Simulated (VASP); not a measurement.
# ScGa3 (Pm-3m) in VASP: further runs

Runs on ScGa3. Level: LDA. Tasks: electric field gradients.

All numbers are computed with VASP 6.6.1; they aren't measurements. Logs are shortened: lines on timing, memory, paths and dates and some standing lists are left out, and cuts for length are marked.

## Step 1: The cell of the first run

The structure is cubic, space group Pm-3m (No. 221). Conventional cell: a = 4.040 Å, b = 4.040 Å, c = 4.040 Å, α = 90.00°, β = 90.00°, γ = 90.00°. Within 3.8 Å of Sc (site symmetry m-3m) lie 12 Ga at 2.86 Å. Ga (site symmetry 4/mmm) has 4 Sc at 2.86 Å and 8 Ga at 2.86 Å within 3.8 Å.

## Step 2: Electric field gradients, LDA (16.48 Å³/atom)

INCAR reads:

```
ALGO = Normal
EDIFF = 1E-8
ENCUT = 520
GGA = CA
ISIF = 2
ISMEAR = -1
LASPH = T
LCHARG = F
LEFG = T
LREAL = F
LWAVE = F
NBANDS = 33
NELM = 60
PREC = Accurate
SIGMA = 0.05
```

KPOINTS reads:

```
k-points
0
Gamma
  9 9 9
```

POSCAR reads:

```
ScGa3
1.0
    4.0396553778      0.0000000000      0.0000000000
    0.0000000000      4.0396553778      0.0000000000
    0.0000000000      0.0000000000      4.0396553778
Sc Ga
1 3
Direct
    0.0000000000      0.0000000000      0.0000000000
    0.0000000000      0.5000000000      0.5000000000
    0.5000000000      0.0000000000      0.5000000000
    0.5000000000      0.5000000000      0.0000000000
```

Potentials or basis: VASP PAW LDA potentials, release 64 (Sc_sv, Ga_d).

Run with:

```
$ cat potpaw_LDA.64/Sc_sv/POTCAR potpaw_LDA.64/Ga_d/POTCAR > POTCAR
$ mpirun -np 1 vasp_std > vasp.out
```

OUTCAR:

```text
EDIFF = 1E-8
   ENCUT = 520
   GGA = CA
   ISIF = 2
   ISMEAR = -1
   LASPH = T
   LREAL = F
   NELM = 60
   PREC = Accurate

 ion  position               nearest neighbor table
   1  0.000  0.000  0.000-   2 2.86   3 2.86   4 2.86   2 2.86   3 2.86   2 2.86   4 2.86   2 2.86
                             3 2.86   4 2.86   3 2.86   4 2.86
   2  0.000  0.500  0.500-   1 2.86   3 2.86   4 2.86   1 2.86   4 2.86   1 2.86   3 2.86   1 2.86
                             3 2.86   4 2.86   4 2.86   3 2.86
   3  0.500  0.000  0.500-   1 2.86   2 2.86   4 2.86   1 2.86   4 2.86   2 2.86   4 2.86   4 2.86
                             1 2.86   2 2.86   1 2.86   2 2.86
   4  0.500  0.500  0.000-   1 2.86   2 2.86   3 2.86   2 2.86   3 2.86   1 2.86   3 2.86   3 2.86
                             1 2.86   2 2.86   2 2.86   1 2.86

  LATTYP: Found a simple cubic cell.
 ALAT       =     4.0396553778

  Lattice vectors:

 A1 = (   4.0396553778,   0.0000000000,   0.0000000000)
 A2 = (   0.0000000000,   4.0396553778,   0.0000000000)
 A3 = (   0.0000000000,   0.0000000000,   4.0396553778)

Analysis of symmetry for initial positions (statically):
=====================================================================
 Subroutine PRICEL returns:
 Original cell was already a primitive cell.

 Routine SETGRP: Setting up the symmetry group for a
 simple cubic supercell.

 Subroutine GETGRP returns: Found 48 space group operations
 (whereof 48 operations were pure point group operations)
 out of a pool of 48 trial point group operations.

The static configuration has the point symmetry O_h .

Analysis of symmetry for dynamics (positions and initial velocities):
=====================================================================
 Subroutine PRICEL returns:
 Original cell was already a primitive cell.

 Routine SETGRP: Setting up the symmetry group for a
 simple cubic supercell.

 Subroutine GETGRP returns: Found 48 space group operations
 (whereof 48 operations were pure point group operations)
 out of a pool of 48 trial point group operations.

The dynamic configuration has the point symmetry O_h .

 Subroutine INISYM returns: Found 48 space group operations
 (whereof 48 operations are pure point group operations),
 and found     1 'primitive' translations

----------------------------------------------------------------------------------------

                                     Primitive cell

  volume of cell :      65.9224

  direct lattice vectors                    reciprocal lattice vectors
     4.039655378  0.000000000  0.000000000     0.247545869  0.000000000  0.000000000
     0.000000000  4.039655378  0.000000000     0.000000000  0.247545869  0.000000000
     0.000000000  0.000000000  4.039655378     0.000000000  0.000000000  0.247545869

  length of vectors
     4.039655378  4.039655378  4.039655378     0.247545869  0.247545869  0.247545869

  position of ions in fractional coordinates (direct lattice)
     0.000000000  0.000000000  0.000000000
     0.000000000  0.500000000  0.500000000
     0.500000000  0.000000000  0.500000000
     0.500000000  0.500000000  0.000000000

  ion indices of the primitive-cell ions
   primitive index   ion index
                 1           1
                 2           2
                 3           3
                 4           4

----------------------------------------------------------------------------------------

 KPOINTS: k-points

Automatic generation of k-mesh.
 Grid dimensions read from file:
 generate k-points for:    9    9    9

 Generating k-lattice:

  Cartesian coordinates                     Fractional coordinates (reciprocal lattice)
     0.027505097  0.000000000  0.000000000     0.111111111  0.000000000  0.000000000
     0.000000000  0.027505097  0.000000000     0.000000000  0.111111111  0.000000000
     0.000000000  0.000000000  0.027505097     0.000000000  0.000000000  0.111111111

[... 45 lines left out ...]
   NGXF,Y,Z  is equivalent  to a cutoff of  24.69, 24.69, 24.69 a.u.
 SYSTEM =  unknown system
   PREC   = accura    normal or accurate (medium, high low for compatibility)
   ISTART =      0    job   : 0-new  1-cont  2-samecut
   ICHARG =      2    charge: 1-file 2-atom 10-const
   ISPIN  =      1    spin polarized calculation?
   LNONCOLLINEAR =      F non collinear calculations
   LSORBIT =      F    spin-orbit coupling
   LASPH  =      T    aspherical Exc in radial PAW
   ENCUT  =  520.0 eV  38.22 Ry    6.18 a.u.   7.51  7.51  7.51*2*pi/ulx,y,z
   NELM   =     60;   NELMIN=  2; NELMDL= -5     # of ELM steps
   EDIFF  = 0.1E-07   stopping-criterion for ELM
   LREAL  =      F    real-space projection
   EDIFFG = 0.1E-06   stopping-criterion for IOM
   NSW    =      0    number of steps for IOM
   IBRION =     -1    ionic relax: 0-MD 1-quasi-New 2-CG
   NFREE  =      0    steps in history (QN), initial steepest desc. (CG)
   ISIF   =      2    stress and relaxation
   ISYM   =      2    0-nonsym 1-usesym 2-fastsym
   POTIM  = 0.5000    time-step for ionic-motion
   TEBEG  =    0.0;   TEEND  =   0.0 temperature during run
   PSTRESS=    0.0 pullay stress
   NELECT =      50.0000    total number of electrons
   NUPDOWN=      -1.0000    fix difference up-down
   EMIN   =  10.00;   EMAX   =-10.00  energy-range for DOS
   EFERMI =   0.00;   METHOD = LEGACY
   ISMEAR =    -1;   SIGMA  =   0.05  broadening in eV -4-tet -1-fermi 0-gaus
   EFERMI_NEDOS =   21; number of points for ismear=-14 and -15
   IALGO  =     38    algorithm
   IMIX   =      4    mixing-type and parameters
     AMIX     =   0.40;   BMIX     =  1.00
     AMIX_MAG =   1.60;   BMIX_MAG =  1.00
  volume/ion in A,a.u.               =      16.48       111.22
  Fermi-wavevector in a.u.,A,eV,Ry     =   1.492980  2.821322 30.327221  2.228988
  Thomas-Fermi vector in A             =   2.605438
   LORBIT       =      0    0 simple, 1 ext, 2 COOP (PROOUT), +10 PAW based schemes
   GGA     = CA    functional components
   LHFCALC =     F    Hartree Fock is set to
   AEXX    =    0.0000 exact exchange contribution
   IVDW    =     0    specifies the selected vdW correction
   LEPSILON=     F    determine dielectric tensor
   LRPA    =     F    only Hartree local field effects (RPA)
 non-spin polarized calculation
  energy-cutoff  :      520.00
  volume of cell :       65.92
 maximum number of plane-waves:      1800
 NGX is ok and might be reduce to    30
   NGX = 15   NGY = 15   NGZ = 15

 number of electron      50.0000050 magnetization

 Free energy of the ion-electron system (eV)
  ---------------------------------------------------
  ext. energy  EPLUGINS =         0.00000000
  ---------------------------------------------------
  free energy    TOTEN  =       -19.82330604 eV

  energy without entropy =      -19.81254081  energy(sigma->0) =      -19.81792342

 E-fermi :   6.5989     XC(G=0): -12.0182

 val. band max:        6.5493972559   @ k =   0.4444   0.1111   0.1111
 cond. band min:       6.6007351579   @ k =   0.2222   0.2222   0.1111
 fundamental gap:      0.0513379020
 Fermi energy:         6.5988998070

 k-point     1 :       0.0000    0.0000    0.0000
  band No.  band energies     occupation
      1     -42.0225      2.00000
      2     -21.0581      2.00000
      3     -21.0581      2.00000
      4     -21.0581      2.00000
      5      -8.7189      2.00000
      6      -8.6894      2.00000
[... 853 lines left out ...]
     32      11.5857      0.00000
     33      12.6551      0.00000

 [... further k-points ...]

------------------------ aborting loop because EDIFF is reached ----------------------------------------

  FORCE on cell =-STRESS in cart. coord.  units (eV):
  Direction    XX          YY          ZZ          XY          YZ          ZX
  --------------------------------------------------------------------------------------
  -------------------------------------------------------------------------------------
  Total       -0.9167984     -0.9167984     -0.9167984      0.0000000      0.0000000      0.0000000
  in kB      -22.2818624    -22.2818624    -22.2818624      0.0000000      0.0000000      0.0000000
  external PRESSURE =     -22.2818624 kB  Pullay stress =       0.0000000 kB

 VOLUME and BASIS-vectors are now :
 -----------------------------------------------------------------------------
  energy-cutoff  :      520.00
  volume of cell :       65.92
      direct lattice vectors                 reciprocal lattice vectors
     4.039655378  0.000000000  0.000000000     0.247545869  0.000000000  0.000000000
     0.000000000  4.039655378  0.000000000     0.000000000  0.247545869  0.000000000
     0.000000000  0.000000000  4.039655378     0.000000000  0.000000000  0.247545869

 POSITION                                       TOTAL-FORCE (eV/Angst)
 -----------------------------------------------------------------------------------
      0.00000      0.00000      0.00000         0.000000      0.000000      0.000000
      0.00000      2.01983      2.01983         0.000000      0.000000      0.000000
      2.01983      0.00000      2.01983         0.000000      0.000000      0.000000
      2.01983      2.01983      0.00000         0.000000      0.000000      0.000000
 -----------------------------------------------------------------------------------
    total drift:                                0.000000      0.000000     -0.000000

  FREE ENERGIE OF THE ION-ELECTRON SYSTEM (eV)
  ---------------------------------------------------
  free  energy   TOTEN  =       -19.8233060353 eV

  energy  without entropy=      -19.8125408104  energy(sigma->0) =      -19.81792342

 Electric field gradients (V/A^2)
---------------------------------------------------------------------
 ion       V_xx      V_yy      V_zz      V_xy      V_xz      V_yz
---------------------------------------------------------------------
   1      -0.000    -0.000    -0.000    -0.000    -0.000    -0.000
   2      64.605   -32.303   -32.303    -0.000     0.000     0.000
   3     -32.303    64.605   -32.303     0.000     0.000    -0.000
   4     -32.303   -32.303    64.605    -0.000     0.000    -0.000
---------------------------------------------------------------------

 Electric field gradients after diagonalization (V/A^2)
 (convention: |V_zz| > |V_xx| > |V_yy|)
----------------------------------------------------------------------
 ion       V_xx      V_yy      V_zz     asymmetry (V_yy - V_xx)/ V_zz
----------------------------------------------------------------------
   1      -0.000    -0.000    -0.000      -0.211
   2     -32.303   -32.303    64.605       0.000
   3     -32.303   -32.303    64.605       0.000
   4     -32.303   -32.303    64.605       0.000
----------------------------------------------------------------------

           NMR quadrupolar parameters

 Cq : quadrupolar parameter    Cq=e*Q*V_zz/h
 eta: asymmetry parameters     (V_yy - V_xx)/ V_zz
 Q  : nuclear electric quadrupole moment in mb (millibarn)
----------------------------------------------------------------------
 ion       Cq(MHz)       eta       Q (mb)
----------------------------------------------------------------------
   1      -0.000      -0.211       1.000
   2       0.156       0.000       1.000
   3       0.156       0.000       1.000
   4       0.156       0.000       1.000
----------------------------------------------------------------------
```

It took 47 s on 1 thread of Intel Xeon Platinum 8488C (Sapphire Rapids), shared host; peak memory 0.19 GiB.

Results:

```yaml
Free_energy: -19.8233 eV
Pressure: -2.2 GPa
Band_gap_on_the_k_mesh: zero (bands 25 and 26 overlap by 3.28 eV)
Largest_electric_field_gradient_by_atom: Sc -0.0; Ga +64.6 V/Å²
```

Levels at points of the mesh, in eV from the Fermi level:
| k point | band 22 | band 23 | band 24 | band 25 | band 26 | band 27 | band 28 | band 29 |
| --- | --- | --- | --- | --- | --- | --- | --- | --- |
| (0.00, 0.00, 0.00) | -3.24 | -2.02 | -2.02 | -2.02 | 1.74 | 1.74 | 1.74 | 3.18 |

Electric field gradients, principal values (V/Å²):
| atom | least | middle | greatest (by size) |
| --- | --- | --- | --- |
| 1 Sc | 0.000 | 0.000 | 0.000 |
| 2 Ga | -32.303 | -32.303 | 64.605 |
| 3 Ga | -32.303 | -32.303 | 64.605 |
| 4 Ga | -32.303 | -32.303 | 64.605 |

Caveat: without QUAD_EFG the Cq values of the log hold for a quadrupole moment of 1 mb, not for the nuclei.

## Step 3: Electric field gradients, LDA (16.48 Å³/atom)

INCAR reads:

```
SYSTEM = ScGa3
ALGO = Normal ; EDIFF = 1E-8
ENCUT = 520 ; ISIF = 2
ISMEAR = -1 ; LASPH = .True.
LCHARG = .False. ; LEFG = .True.
LREAL = .False. ; LWAVE = .False.
NBANDS = 33 ; NELM = 80
PREC = Accurate ; SIGMA = 0.05
```

KPOINTS reads:

```
k-points
0
Gamma
  9 9 9
  0 0 0
```

POSCAR is that of step 2.

Potentials or basis: VASP PAW LDA potentials, release 64 (Sc_sv, Ga_d).

Run with:

```
$ cat potpaw_LDA.64/Sc_sv/POTCAR potpaw_LDA.64/Ga_d/POTCAR > POTCAR
$ mpirun -np 1 vasp_std > vasp.out
```

OUTCAR:

```text
SYSTEM = ScGa3
   EDIFF = 1E-8
   ENCUT = 520
   ISIF = 2
   ISMEAR = -1
   LASPH = .True.
   LREAL = .False.
   NELM = 80
   PREC = Accurate

 ion  position               nearest neighbor table
   1  0.000  0.000  0.000-   2 2.86   3 2.86   4 2.86   2 2.86   3 2.86   2 2.86   4 2.86   2 2.86
                             3 2.86   4 2.86   3 2.86   4 2.86
   2  0.000  0.500  0.500-   1 2.86   3 2.86   4 2.86   1 2.86   4 2.86   1 2.86   3 2.86   1 2.86
                             3 2.86   4 2.86   4 2.86   3 2.86
   3  0.500  0.000  0.500-   1 2.86   2 2.86   4 2.86   1 2.86   4 2.86   2 2.86   4 2.86   4 2.86
                             1 2.86   2 2.86   1 2.86   2 2.86
   4  0.500  0.500  0.000-   1 2.86   2 2.86   3 2.86   2 2.86   3 2.86   1 2.86   3 2.86   3 2.86
                             1 2.86   2 2.86   2 2.86   1 2.86

  LATTYP: Found a simple cubic cell.
 ALAT       =     4.0396553778

  Lattice vectors:

 A1 = (   4.0396553778,   0.0000000000,   0.0000000000)
 A2 = (   0.0000000000,   4.0396553778,   0.0000000000)
 A3 = (   0.0000000000,   0.0000000000,   4.0396553778)

Analysis of symmetry for initial positions (statically):
=====================================================================
 Subroutine PRICEL returns:
 Original cell was already a primitive cell.

 Routine SETGRP: Setting up the symmetry group for a
 simple cubic supercell.

 Subroutine GETGRP returns: Found 48 space group operations
 (whereof 48 operations were pure point group operations)
 out of a pool of 48 trial point group operations.

The static configuration has the point symmetry O_h .

Analysis of symmetry for dynamics (positions and initial velocities):
=====================================================================
 Subroutine PRICEL returns:
[... 1038 lines left out ...]
  --------------------------------------------------------------------------------------
  -------------------------------------------------------------------------------------
  Total       -0.9167984     -0.9167984     -0.9167984      0.0000000      0.0000000      0.0000000
  in kB      -22.2818624    -22.2818624    -22.2818624      0.0000000      0.0000000      0.0000000
  external PRESSURE =     -22.2818624 kB  Pullay stress =       0.0000000 kB

 VOLUME and BASIS-vectors are now :
 -----------------------------------------------------------------------------
  energy-cutoff  :      520.00
  volume of cell :       65.92
      direct lattice vectors                 reciprocal lattice vectors
     4.039655378  0.000000000  0.000000000     0.247545869  0.000000000  0.000000000
     0.000000000  4.039655378  0.000000000     0.000000000  0.247545869  0.000000000
     0.000000000  0.000000000  4.039655378     0.000000000  0.000000000  0.247545869

 POSITION                                       TOTAL-FORCE (eV/Angst)
 -----------------------------------------------------------------------------------
      0.00000      0.00000      0.00000         0.000000      0.000000      0.000000
      0.00000      2.01983      2.01983         0.000000      0.000000      0.000000
      2.01983      0.00000      2.01983         0.000000      0.000000      0.000000
      2.01983      2.01983      0.00000         0.000000      0.000000      0.000000
 -----------------------------------------------------------------------------------
    total drift:                                0.000000      0.000000     -0.000000

  FREE ENERGIE OF THE ION-ELECTRON SYSTEM (eV)
  ---------------------------------------------------
  free  energy   TOTEN  =       -19.8233060353 eV

  energy  without entropy=      -19.8125408104  energy(sigma->0) =      -19.81792342

 Electric field gradients (V/A^2)
---------------------------------------------------------------------
 ion       V_xx      V_yy      V_zz      V_xy      V_xz      V_yz
---------------------------------------------------------------------
   1      -0.000    -0.000    -0.000    -0.000    -0.000    -0.000
   2      64.605   -32.303   -32.303    -0.000     0.000     0.000
   3     -32.303    64.605   -32.303     0.000     0.000    -0.000
   4     -32.303   -32.303    64.605    -0.000     0.000    -0.000
---------------------------------------------------------------------

 Electric field gradients after diagonalization (V/A^2)
 (convention: |V_zz| > |V_xx| > |V_yy|)
----------------------------------------------------------------------
 ion       V_xx      V_yy      V_zz     asymmetry (V_yy - V_xx)/ V_zz
----------------------------------------------------------------------
   1      -0.000    -0.000    -0.000      -0.211
   2     -32.303   -32.303    64.605       0.000
   3     -32.303   -32.303    64.605       0.000
   4     -32.303   -32.303    64.605       0.000
----------------------------------------------------------------------

           NMR quadrupolar parameters

 Cq : quadrupolar parameter    Cq=e*Q*V_zz/h
 eta: asymmetry parameters     (V_yy - V_xx)/ V_zz
 Q  : nuclear electric quadrupole moment in mb (millibarn)
----------------------------------------------------------------------
 ion       Cq(MHz)       eta       Q (mb)
----------------------------------------------------------------------
   1      -0.000      -0.211       1.000
   2       0.156       0.000       1.000
   3       0.156       0.000       1.000
   4       0.156       0.000       1.000
----------------------------------------------------------------------
```

stdout:

```text
POSCAR found type information on POSCAR ScGa
 POSCAR found :  2 types and       4 ions
 scaLAPACK will be used
 LDA part: xc-table for (Slater(with rela. corr.)+CA(PZ))
 , standard interpolation
 POSCAR, INCAR and KPOINTS ok, starting setup
 FFT: planning ... GRIDC
 FFT: planning ... GRID_SOFT
 FFT: planning ... GRID
 WAVECAR not read
 entering main loop
ion   1

ion   2

ion   3

ion   4
```

Run time: 44 s. Hardware: 1 thread of Intel Xeon Platinum 8488C (Sapphire Rapids), shared host; peak memory 0.19 GiB.

What came out:

```yaml
Free_energy: -19.8233 eV
Pressure: -2.2 GPa
Band_gap_on_the_k_mesh: zero (bands 25 and 26 overlap by 3.28 eV)
Largest_electric_field_gradient_by_atom: Sc -0.0; Ga +64.6 V/Å²
```

Electric field gradients, principal values (V/Å²):
```
atom    least   middle  greatest (by size)
1 Sc    0.000    0.000               0.000
2 Ga  -32.303  -32.303              64.605
3 Ga  -32.303  -32.303              64.605
4 Ga  -32.303  -32.303              64.605
```

Caveat: without QUAD_EFG the Cq values of the log hold for a quadrupole moment of 1 mb, not for the nuclei.

(Continued in part 2 of 3.)
